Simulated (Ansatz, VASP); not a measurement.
**Two plane-wave programs on SrTiO3**

The input INCAR:

```
ALGO = Normal ; EDIFF = 1E-6
ENCUT = 520 ; GGA = PE
ISIF = 2 ; ISMEAR = 0
LASPH = T ; LCHARG = T
LELF = T ; LREAL = F
LVHAR = T ; LWAVE = F
NBANDS = 28 ; NELM = 100
PREC = Accurate ; SIGMA = 0.05
```

File KPOINTS:

```
k-points
0
Gamma
  8 8 8
```

The input POSCAR:

```
SrTiO3
1.0
    3.9364035669      0.0000000000      0.0000000000
    0.0000000000      3.9364035669      0.0000000000
    0.0000000000      0.0000000000      3.9364035669
Sr Ti O
1 1 3
Direct
    0.0000000000      0.0359265390      0.0359265390
    0.5000000000      0.5000000000      0.5000000000
    0.0000000000      0.5000000000      0.5000000000
    0.5000000000      0.0000000000      0.5000000000
    0.5000000000      0.5000000000      0.0000000000
```

Input for Ansatz:

```yaml
crystal:
  lattice:
    - [3.9364035669, 0.0, 0.0]
    - [0.0, 3.9364035669, 0.0]
    - [0.0, 0.0, 3.9364035669]
  atoms:
    - { symbol: Sr, position: [0.0, 0.035926539, 0.035926539] }
    - { symbol: Ti, position: [0.5, 0.5, 0.5] }
    - { symbol: O, position: [0.0, 0.5, 0.5] }
    - { symbol: O, position: [0.5, 0.0, 0.5] }
    - { symbol: O, position: [0.5, 0.5, 0.0] }
basis:
  ecutwfc: 420
kpoints:
  mp_grid: { grid: [8, 8, 8] }
hamiltonian:
  xc: pbe
scf:
  occupations: { method: gaussian, width: 0.05 }
output:
  forces: true
  stress: true
  eigenvalues: true
```

Change from the starting cell: all Sr atoms moved -0.200 Å, as atom 1 towards its neighbour atom 3 (O) at 2.783 Å.

Alike in both runs: task single point; functional PBE; k mesh 8 × 8 × 8; occupations gaussian, width 0.05 eV; no spin polarisation.

```csv
,VASP,Ansatz
version,VASP 6.6.1,Ansatz 0.2.0
potentials or method,"VASP PAW PBE potentials, release 64 (Sr_sv, Ti_sv, O), cutoff 520 eV","scalar-relativistic, plane waves, PAW"
valence electrons in the cell,40,40
```

VASP gave:

| Item | Value |
| --- | --- |
| gap on the k mesh at the Fermi level (eV) | 1.79 |
| least direct gap on the mesh (eV) | 2.16 |
| pressure (GPa) | 1.6 |
| traceless stress, the component that is largest in VASP (GPa) | 1.00 |
| rms of the force components (eV/Å) | 0.254 |

**Question.** What did Ansatz give for the same quantities?

**Answer.** gap on the k mesh at the Fermi level (eV): 1.82; least direct gap on the mesh (eV): 2.18; pressure (GPa): 0.9; traceless stress, the component that is largest in VASP (GPa): 0.98; rms of the force components (eV/Å): 0.248.

Atom by atom the forces differ by 0.010 eV/Å (rms over components).
